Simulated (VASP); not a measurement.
# Ta2Ga (I4/mmm) in VASP: a series of runs

Runs on Ta2Ga. Level: PBE. Tasks: single point.

Program: VASP 6.6.1. These are calculated values, not measurements. Logs are shortened: lines on timing, memory, paths and dates and some standing lists are left out, and cuts for length are marked.

## (1) The cell of the first run

The structure is tetragonal, space group I4/mmm (No. 139). The conventional cell has a = 3.421 Å, b = 3.421 Å, c = 8.393 Å, α = 90.00°, β = 90.00°, γ = 90.00°. Ta (site symmetry 4mm) has 9 Ta at 2.77 to 3.42 Å and 5 Ga at 2.79 to 2.81 Å within 3.7 Å. Ga (site symmetry 4/mmm) has 10 Ta at 2.79 to 2.81 Å and 4 Ga at 3.42 Å within 3.7 Å.

## (2) Single point, PBE

File INCAR:

```
ALGO = Normal
EDIFF = 1E-6
ENCUT = 520
GGA = PE
ISIF = 2
ISMEAR = 0
LASPH = T
LCHARG = F
LREAL = F
LWAVE = F
NBANDS = 24
NELM = 60
PREC = Accurate
SIGMA = 0.1
```

File KPOINTS:

```
k-points
0
Gamma
  8 8 8
```

File POSCAR:

```
Ta2Ga
1.0
   -1.7106941537      1.7106941537      4.1965465959
    1.7106941537     -1.7106941537      4.1965465959
    1.7106941537      1.7106941537     -4.1965465959
Ta Ga
2 1
Direct
    0.6650000000      0.6650000000      0.0000000000
    0.3350000000      0.3350000000      0.0000000000
    0.0000000000      0.0000000000      0.0000000000
```

Potentials or basis: VASP PAW PBE potentials, release 64 (Ta_pv, Ga_d).

Run with:

```console
> cat potpaw_PBE.64/Ta_pv/POTCAR potpaw_PBE.64/Ga_d/POTCAR > POTCAR
> mpirun -np 1 vasp_std > vasp.out
```

OUTCAR:

```text
EDIFF = 1E-6
   ENCUT = 520
   GGA = PE
   ISIF = 2
   ISMEAR = 0
   LASPH = T
   LREAL = F
   NELM = 60
   PREC = Accurate

 ion  position               nearest neighbor table
   1  0.665  0.665  0.000-   2 2.77   3 2.79   3 2.79   3 2.79   3 2.79   2 2.81   2 2.81   2 2.81
                             2 2.81   3 2.81
   2  0.335  0.335  0.000-   1 2.77   3 2.79   3 2.79   3 2.79   3 2.79   1 2.81   1 2.81   1 2.81
                             1 2.81   3 2.81
   3  0.000  0.000  0.000-   1 2.79   2 2.79   1 2.79   2 2.79   1 2.79   2 2.79   2 2.79   1 2.79
                             1 2.81   2 2.81

  LATTYP: Found a body centered tetragonal cell.
 ALAT       =     3.4213883074
 C/A-ratio  =     2.4531250001

  Lattice vectors:

 A1 = (  -1.7106941537,   1.7106941537,   4.1965465959)
 A2 = (   1.7106941537,  -1.7106941537,   4.1965465959)
 A3 = (   1.7106941537,   1.7106941537,  -4.1965465959)

Analysis of symmetry for initial positions (statically):
=====================================================================
 Subroutine PRICEL returns:
 Original cell was already a primitive cell.

 Routine SETGRP: Setting up the symmetry group for a
 body centered tetragonal supercell.

 Subroutine GETGRP returns: Found 16 space group operations
 (whereof 16 operations were pure point group operations)
 out of a pool of 16 trial point group operations.

The static configuration has the point symmetry D_4h.

Analysis of symmetry for dynamics (positions and initial velocities):
=====================================================================
 Subroutine PRICEL returns:
 Original cell was already a primitive cell.

 Routine SETGRP: Setting up the symmetry group for a
 body centered tetragonal supercell.

 Subroutine GETGRP returns: Found 16 space group operations
 (whereof 16 operations were pure point group operations)
 out of a pool of 16 trial point group operations.

The dynamic configuration has the point symmetry D_4h.

 Subroutine INISYM returns: Found 16 space group operations
 (whereof 16 operations are pure point group operations),
 and found     1 'primitive' translations

----------------------------------------------------------------------------------------

                                     Primitive cell

  volume of cell :      49.1243

  direct lattice vectors                    reciprocal lattice vectors
    -1.710694154  1.710694154  4.196546596     0.000000000  0.292279014  0.119145585
     1.710694154 -1.710694154  4.196546596     0.292279014  0.000000000  0.119145585
     1.710694154  1.710694154 -4.196546596     0.292279014  0.292279014  0.000000000

  length of vectors
     4.843960395  4.843960395  4.843960395     0.315630626  0.315630626  0.413344945

  position of ions in fractional coordinates (direct lattice)
     0.665000000  0.665000000  0.000000000
     0.335000000  0.335000000  0.000000000
     0.000000000  0.000000000  0.000000000

  ion indices of the primitive-cell ions
   primitive index   ion index
                 1           1
                 2           2
                 3           3

----------------------------------------------------------------------------------------

 KPOINTS: k-points

Automatic generation of k-mesh.
 Grid dimensions read from file:
 generate k-points for:    8    8    8

 Generating k-lattice:

  Cartesian coordinates                     Fractional coordinates (reciprocal lattice)
     0.000000000  0.036534877  0.014893198     0.125000000  0.000000000 -0.000000000
     0.036534877  0.000000000  0.014893198     0.000000000  0.125000000 -0.000000000
     0.036534877  0.036534877  0.000000000     0.000000000  0.000000000  0.125000000

  Length of vectors
     0.039453828  0.039453828  0.051668118

  Shift w.r.t. Gamma in fractional coordinates (k-lattice)
     0.000000000  0.000000000  0.000000000

 Subroutine IBZKPT returns following result:
 ===========================================

 Found     59 irreducible k-points:

 Following reciprocal coordinates:
            Coordinates               Weight
  0.000000  0.000000  0.000000      1.000000
  0.125000  0.000000  0.000000      8.000000
  0.250000  0.000000  0.000000      8.000000
  0.375000 -0.000000  0.000000      8.000000
  0.500000  0.000000  0.000000      4.000000
  0.125000  0.125000  0.000000      8.000000
[... 16 lines left out ...]
  0.250000  0.125000  0.125000     16.000000
  0.375000  0.125000  0.125000      8.000000
 [... further k-points ...]
   k-points           NKPTS =     59   k-points in BZ     NKDIM =     59   number of bands    NBANDS=     24
   number of dos      NEDOS =    301   number of ions     NIONS =      3
   total plane-waves  NPLWV =  46656
   dimension x,y,z NGX =    36 NGY =   36 NGZ =   36
   dimension x,y,z NGXF=    72 NGYF=   72 NGZF=   72
   ions per type =               2   1
   NGX,Y,Z   is equivalent  to a cutoff of  12.36, 12.36, 12.36 a.u.
   NGXF,Y,Z  is equivalent  to a cutoff of  24.71, 24.71, 24.71 a.u.
 SYSTEM =  unknown system
   PREC   = accura    normal or accurate (medium, high low for compatibility)
   ISTART =      0    job   : 0-new  1-cont  2-samecut
   ICHARG =      2    charge: 1-file 2-atom 10-const
   ISPIN  =      1    spin polarized calculation?
   LNONCOLLINEAR =      F non collinear calculations
   LSORBIT =      F    spin-orbit coupling
   LASPH  =      T    aspherical Exc in radial PAW
   ENCUT  =  520.0 eV  38.22 Ry    6.18 a.u.   9.01  9.01  9.01*2*pi/ulx,y,z
   NELM   =     60;   NELMIN=  2; NELMDL= -5     # of ELM steps
   EDIFF  = 0.1E-05   stopping-criterion for ELM
   LREAL  =      F    real-space projection
   EDIFFG = 0.1E-04   stopping-criterion for IOM
   NSW    =      0    number of steps for IOM
   IBRION =     -1    ionic relax: 0-MD 1-quasi-New 2-CG
   NFREE  =      0    steps in history (QN), initial steepest desc. (CG)
   ISIF   =      2    stress and relaxation
   ISYM   =      2    0-nonsym 1-usesym 2-fastsym
   POTIM  = 0.5000    time-step for ionic-motion
   TEBEG  =    0.0;   TEEND  =   0.0 temperature during run
   PSTRESS=    0.0 pullay stress
   NELECT =      35.0000    total number of electrons
   NUPDOWN=      -1.0000    fix difference up-down
   EMIN   =  10.00;   EMAX   =-10.00  energy-range for DOS
   EFERMI =   0.00;   METHOD = LEGACY
   ISMEAR =     0;   SIGMA  =   0.10  broadening in eV -4-tet -1-fermi 0-gaus
   EFERMI_NEDOS =   21; number of points for ismear=-14 and -15
   IALGO  =     38    algorithm
   IMIX   =      4    mixing-type and parameters
     AMIX     =   0.40;   BMIX     =  1.00
     AMIX_MAG =   1.60;   BMIX_MAG =  1.00
  volume/ion in A,a.u.               =      16.37       110.50
  Fermi-wavevector in a.u.,A,eV,Ry     =   1.462172  2.763105 29.088551  2.137948
  Thomas-Fermi vector in A             =   2.578417
   LORBIT       =      0    0 simple, 1 ext, 2 COOP (PROOUT), +10 PAW based schemes
   GGA     = PE    functional components
   LHFCALC =     F    Hartree Fock is set to
   AEXX    =    0.0000 exact exchange contribution
   IVDW    =     0    specifies the selected vdW correction
   LEPSILON=     F    determine dielectric tensor
   LRPA    =     F    only Hartree local field effects (RPA)
 non-spin polarized calculation
 Gauss-broadening in eV      SIGMA  =   0.10
  energy-cutoff  :      520.00
  volume of cell :       49.12
 maximum number of plane-waves:      1340
   NGX = 17   NGY = 17   NGZ = 17

 number of electron      34.9999998 magnetization

 Free energy of the ion-electron system (eV)
  ---------------------------------------------------
  ext. energy  EPLUGINS =         0.00000000
  ---------------------------------------------------
  free energy    TOTEN  =       -26.74367342 eV

  energy without entropy =      -26.72969058  energy(sigma->0) =      -26.73668200

 E-fermi :   6.6086     XC(G=0): -12.6913

 val. band max:        6.6017502179   @ k =   0.5000   0.2500   0.0000
 cond. band min:       6.6214277998   @ k =  -0.3750   0.1250  -0.0000
 fundamental gap:      0.0196775820
 Fermi energy:         6.6085981576

 k-point     1 :       0.0000    0.0000    0.0000
  band No.  band energies     occupation
      1     -27.7607      2.00000
      2     -27.5409      2.00000
      3     -27.5409      2.00000
      4     -27.0446      2.00000
      5     -27.0446      2.00000
      6     -26.9016      2.00000
[... 16 lines left out ...]
     23      11.5301      0.00000
     24      14.9311      0.00000

 k-point     2 :       0.1250    0.0000    0.0000
  band No.  band energies     occupation
      1     -27.7612      2.00000
      2     -27.5659      2.00000
      3     -27.5209      2.00000
      4     -27.0664      2.00000
      5     -27.0616      2.00000
      6     -26.8945      2.00000
[... 16 lines left out ...]
     23      11.5798      0.00000
     24      13.7675      0.00000

 k-point     3 :       0.2500    0.0000    0.0000
  band No.  band energies     occupation
      1     -27.7758      2.00000
      2     -27.6119      2.00000
      3     -27.4646      2.00000
      4     -27.1161      2.00000
      5     -27.1106      2.00000
      6     -26.8798      2.00000
[... 16 lines left out ...]
     23      11.5656      0.00000
     24      12.6439      0.00000

 k-point     4 :       0.3750   -0.0000    0.0000
  band No.  band energies     occupation
      1     -27.8087      2.00000
      2     -27.6436      2.00000
      3     -27.3832      2.00000
      4     -27.1847      2.00000
      5     -27.1538      2.00000
      6     -26.8714      2.00000
[... 16 lines left out ...]
     23      11.2182      0.00000
     24      11.3686      0.00000

 k-point     5 :       0.5000    0.0000    0.0000
  band No.  band energies     occupation
      1     -27.8259      2.00000
      2     -27.6556      2.00000
      3     -27.3130      2.00000
      4     -27.2518      2.00000
      5     -27.1645      2.00000
      6     -26.8699      2.00000
[... 451 lines left out ...]
 k-point    22 :       0.1250    0.1250    0.1250
  band No.  band energies     occupation
      1     -27.7842      2.00000
      2     -27.6683      2.00000
      3     -27.4473      2.00000
      4     -27.2651      2.00000
      5     -27.0494      2.00000
      6     -26.8640      2.00000
[... 16 lines left out ...]
     23      11.8103      0.00000
     24      13.0910      0.00000

 k-point    23 :       0.2500    0.1250    0.1250
  band No.  band energies     occupation
      1     -27.7906      2.00000
      2     -27.7135      2.00000
      3     -27.4801      2.00000
      4     -27.2360      2.00000
      5     -27.0548      2.00000
      6     -26.8873      2.00000
[... 16 lines left out ...]
     23      11.5422      0.00000
     24      12.5235      0.00000

 k-point    24 :       0.3750    0.1250    0.1250
  band No.  band energies     occupation
      1     -27.8000      2.00000
      2     -27.7277      2.00000
      3     -27.4993      2.00000
      4     -27.2024      2.00000
      5     -27.0638      2.00000
      6     -26.9036      2.00000
[... 16 lines left out ...]
     23      11.6040      0.00000
     24      11.7114      0.00000

 [... further k-points ...]
[... 5 lines left out ...]
  --------------------------------------------------------------------------------------
  -------------------------------------------------------------------------------------
  Total        2.4405567      2.4405567      5.7035000      0.0000000      0.0000000     -0.0000000
  in kB       79.5981003     79.5981003    186.0181173      0.0000000      0.0000000     -0.0000000
  external PRESSURE =     115.0714393 kB  Pullay stress =       0.0000000 kB

 VOLUME and BASIS-vectors are now :
 -----------------------------------------------------------------------------
  energy-cutoff  :      520.00
  volume of cell :       49.12
      direct lattice vectors                 reciprocal lattice vectors
    -1.710694154  1.710694154  4.196546596     0.000000000  0.292279014  0.119145585
     1.710694154 -1.710694154  4.196546596     0.292279014  0.000000000  0.119145585
     1.710694154  1.710694154 -4.196546596     0.292279014  0.292279014  0.000000000

 POSITION                                       TOTAL-FORCE (eV/Angst)
 -----------------------------------------------------------------------------------
      0.00000      0.00000      5.58141        -0.000000     -0.000000     -0.037280
      0.00000      0.00000      2.81169         0.000000      0.000000      0.037280
      0.00000      0.00000      0.00000        -0.000000     -0.000000     -0.000000
 -----------------------------------------------------------------------------------
    total drift:                               -0.000000     -0.000000      0.000000

  FREE ENERGIE OF THE ION-ELECTRON SYSTEM (eV)
  ---------------------------------------------------
  free  energy   TOTEN  =       -26.7436734240 eV

  energy  without entropy=      -26.7296905761  energy(sigma->0) =      -26.73668200
```

Run time: 72 s. Hardware: 1 thread of Intel Xeon 6975P-C, shared host; peak memory 0.24 GiB.

What came out:

```
Free energy   : -26.7437 eV
Pressure      : 11.5 GPa
Largest force : 0.037 eV/Å
```

Forces in eV/Å, atoms in the order of the input:
```
Ta   0.000  0.000 -0.037
Ta   0.000  0.000  0.037
Ga   0.000  0.000  0.000
```

Caveat: spin-orbit coupling is left out, which moves the levels of the heavy elements.

## (3) Single point, PBE

This run uses another cell than the first one, of 17.30 Å³/atom, 1.056 times its volume.

File INCAR:

```
PREC     = Accurate       # precision mode
ENCUT    = 520            # plane-wave cutoff, eV
EDIFF    = 1E-7           # SCF threshold, eV
ISMEAR   = 0              # smearing method
SIGMA    = 0.1            # smearing width, eV
LREAL    = False          # projectors in reciprocal space
LASPH    = True           # aspherical terms in the spheres
NELM     = 60             # most SCF steps
ALGO     = Fast           # electronic algorithm
ISIF     = 2              # what is computed and relaxed
LWAVE    = False          # write WAVECAR
LCHARG   = False          # write CHGCAR
GGA      = PE             # functional
NBANDS   = 24             # bands
```

File KPOINTS:

```
Automatic mesh
0
Gamma
  8 8 8
```

File POSCAR:

```
Ta2Ga
1.0
   -1.7177663658      1.7177663658      4.3970774178
    1.7177663658     -1.7177663658      4.3970774178
    1.7177663658      1.7177663658     -4.3970774178
Ta Ga
2 1
Direct
    0.6654439239      0.6654439239      0.0000000000
    0.3345560761      0.3345560761      0.0000000000
    0.0000000000      0.0000000000      0.0000000000
```

Potentials or basis: VASP PAW PBE potentials, release 64 (Ta_pv, Ga_d).

Run with:

```console
> cat potpaw_PBE.64/Ta_pv/POTCAR potpaw_PBE.64/Ga_d/POTCAR > POTCAR
> mpirun -np 1 vasp_std > vasp.out
```

OUTCAR:

```text
PREC = Accurate
   ENCUT = 520
   EDIFF = 1E-7
   ISMEAR = 0
   LREAL = False
   LASPH = True
   NELM = 60
   ISIF = 2
   GGA = PE

 ion  position               nearest neighbor table
   1  0.665  0.665  0.000-   3 2.83   3 2.83   3 2.83   3 2.83   2 2.85   2 2.85   2 2.85   2 2.85
                             2 2.91   3 2.94
   2  0.335  0.335  0.000-   3 2.83   3 2.83   3 2.83   3 2.83   1 2.85   1 2.85   1 2.85   1 2.85
                             1 2.91   3 2.94
   3  0.000  0.000  0.000-   2 2.83   1 2.83   1 2.83   1 2.83   1 2.83   2 2.83   2 2.83   2 2.83
                             1 2.94   2 2.94

[... 842 lines left out ...]

 [... further k-points ...]
[... 5 lines left out ...]
  --------------------------------------------------------------------------------------
  -------------------------------------------------------------------------------------
  Total        0.0507251      0.0507251      0.0662698      0.0000000      0.0000000     -0.0000000
  in kB        1.5659622      1.5659622      2.0458496      0.0000000      0.0000000     -0.0000000
  external PRESSURE =       1.7259247 kB  Pullay stress =       0.0000000 kB

 VOLUME and BASIS-vectors are now :
 -----------------------------------------------------------------------------
  energy-cutoff  :      520.00
  volume of cell :       51.90
      direct lattice vectors                 reciprocal lattice vectors
    -1.717766366  1.717766366  4.397077418     0.000000000  0.291075672  0.113711894
     1.717766366 -1.717766366  4.397077418     0.291075672  0.000000000  0.113711894
     1.717766366  1.717766366 -4.397077418     0.291075672  0.291075672  0.000000000

 POSITION                                       TOTAL-FORCE (eV/Angst)
 -----------------------------------------------------------------------------------
      0.00000      0.00000      5.85202        -0.000000     -0.000000      0.005716
      0.00000      0.00000      2.94214        -0.000000     -0.000000     -0.005716
      0.00000      0.00000      0.00000         0.000000      0.000000     -0.000000
 -----------------------------------------------------------------------------------
    total drift:                                0.000000     -0.000000     -0.000000

  FREE ENERGIE OF THE ION-ELECTRON SYSTEM (eV)
  ---------------------------------------------------
  free  energy   TOTEN  =       -26.8849158171 eV

  energy  without entropy=      -26.8718264160  energy(sigma->0) =      -26.87837112
```

stdout:

```text
POSCAR found type information on POSCAR TaGa
 POSCAR found :  2 types and       3 ions
 scaLAPACK will be used
 LDA part: xc-table for (Slater+PW92), standard interpolation
 POSCAR, INCAR and KPOINTS ok, starting setup
 FFT: planning ... GRIDC
 FFT: planning ... GRID_SOFT
 FFT: planning ... GRID
 WAVECAR not read
 entering main loop
WARNING in EDDRMM: call to ZHEGV failed, returncode =   8  4     21
WARNING in EDDRMM: call to ZHEGV failed, returncode =   6  3     23
WARNING in EDDRMM: call to ZHEGV failed, returncode =   8  4     19
WARNING in EDDRMM: call to ZHEGV failed, returncode =   8  4     20
```

It took 3.7 min on 1 thread of Intel Xeon 6975P-C, shared host; peak memory 0.28 GiB.

Results:

```
Free energy   : -26.8849 eV
Pressure      : 0.2 GPa
Largest force : 0.006 eV/Å
```

Forces on the atoms (eV/Å):
```
Ta   0.000  0.000  0.006
Ta   0.000  0.000 -0.006
Ga   0.000  0.000  0.000
```

Caveat: spin-orbit coupling is left out, which moves the levels of the heavy elements.
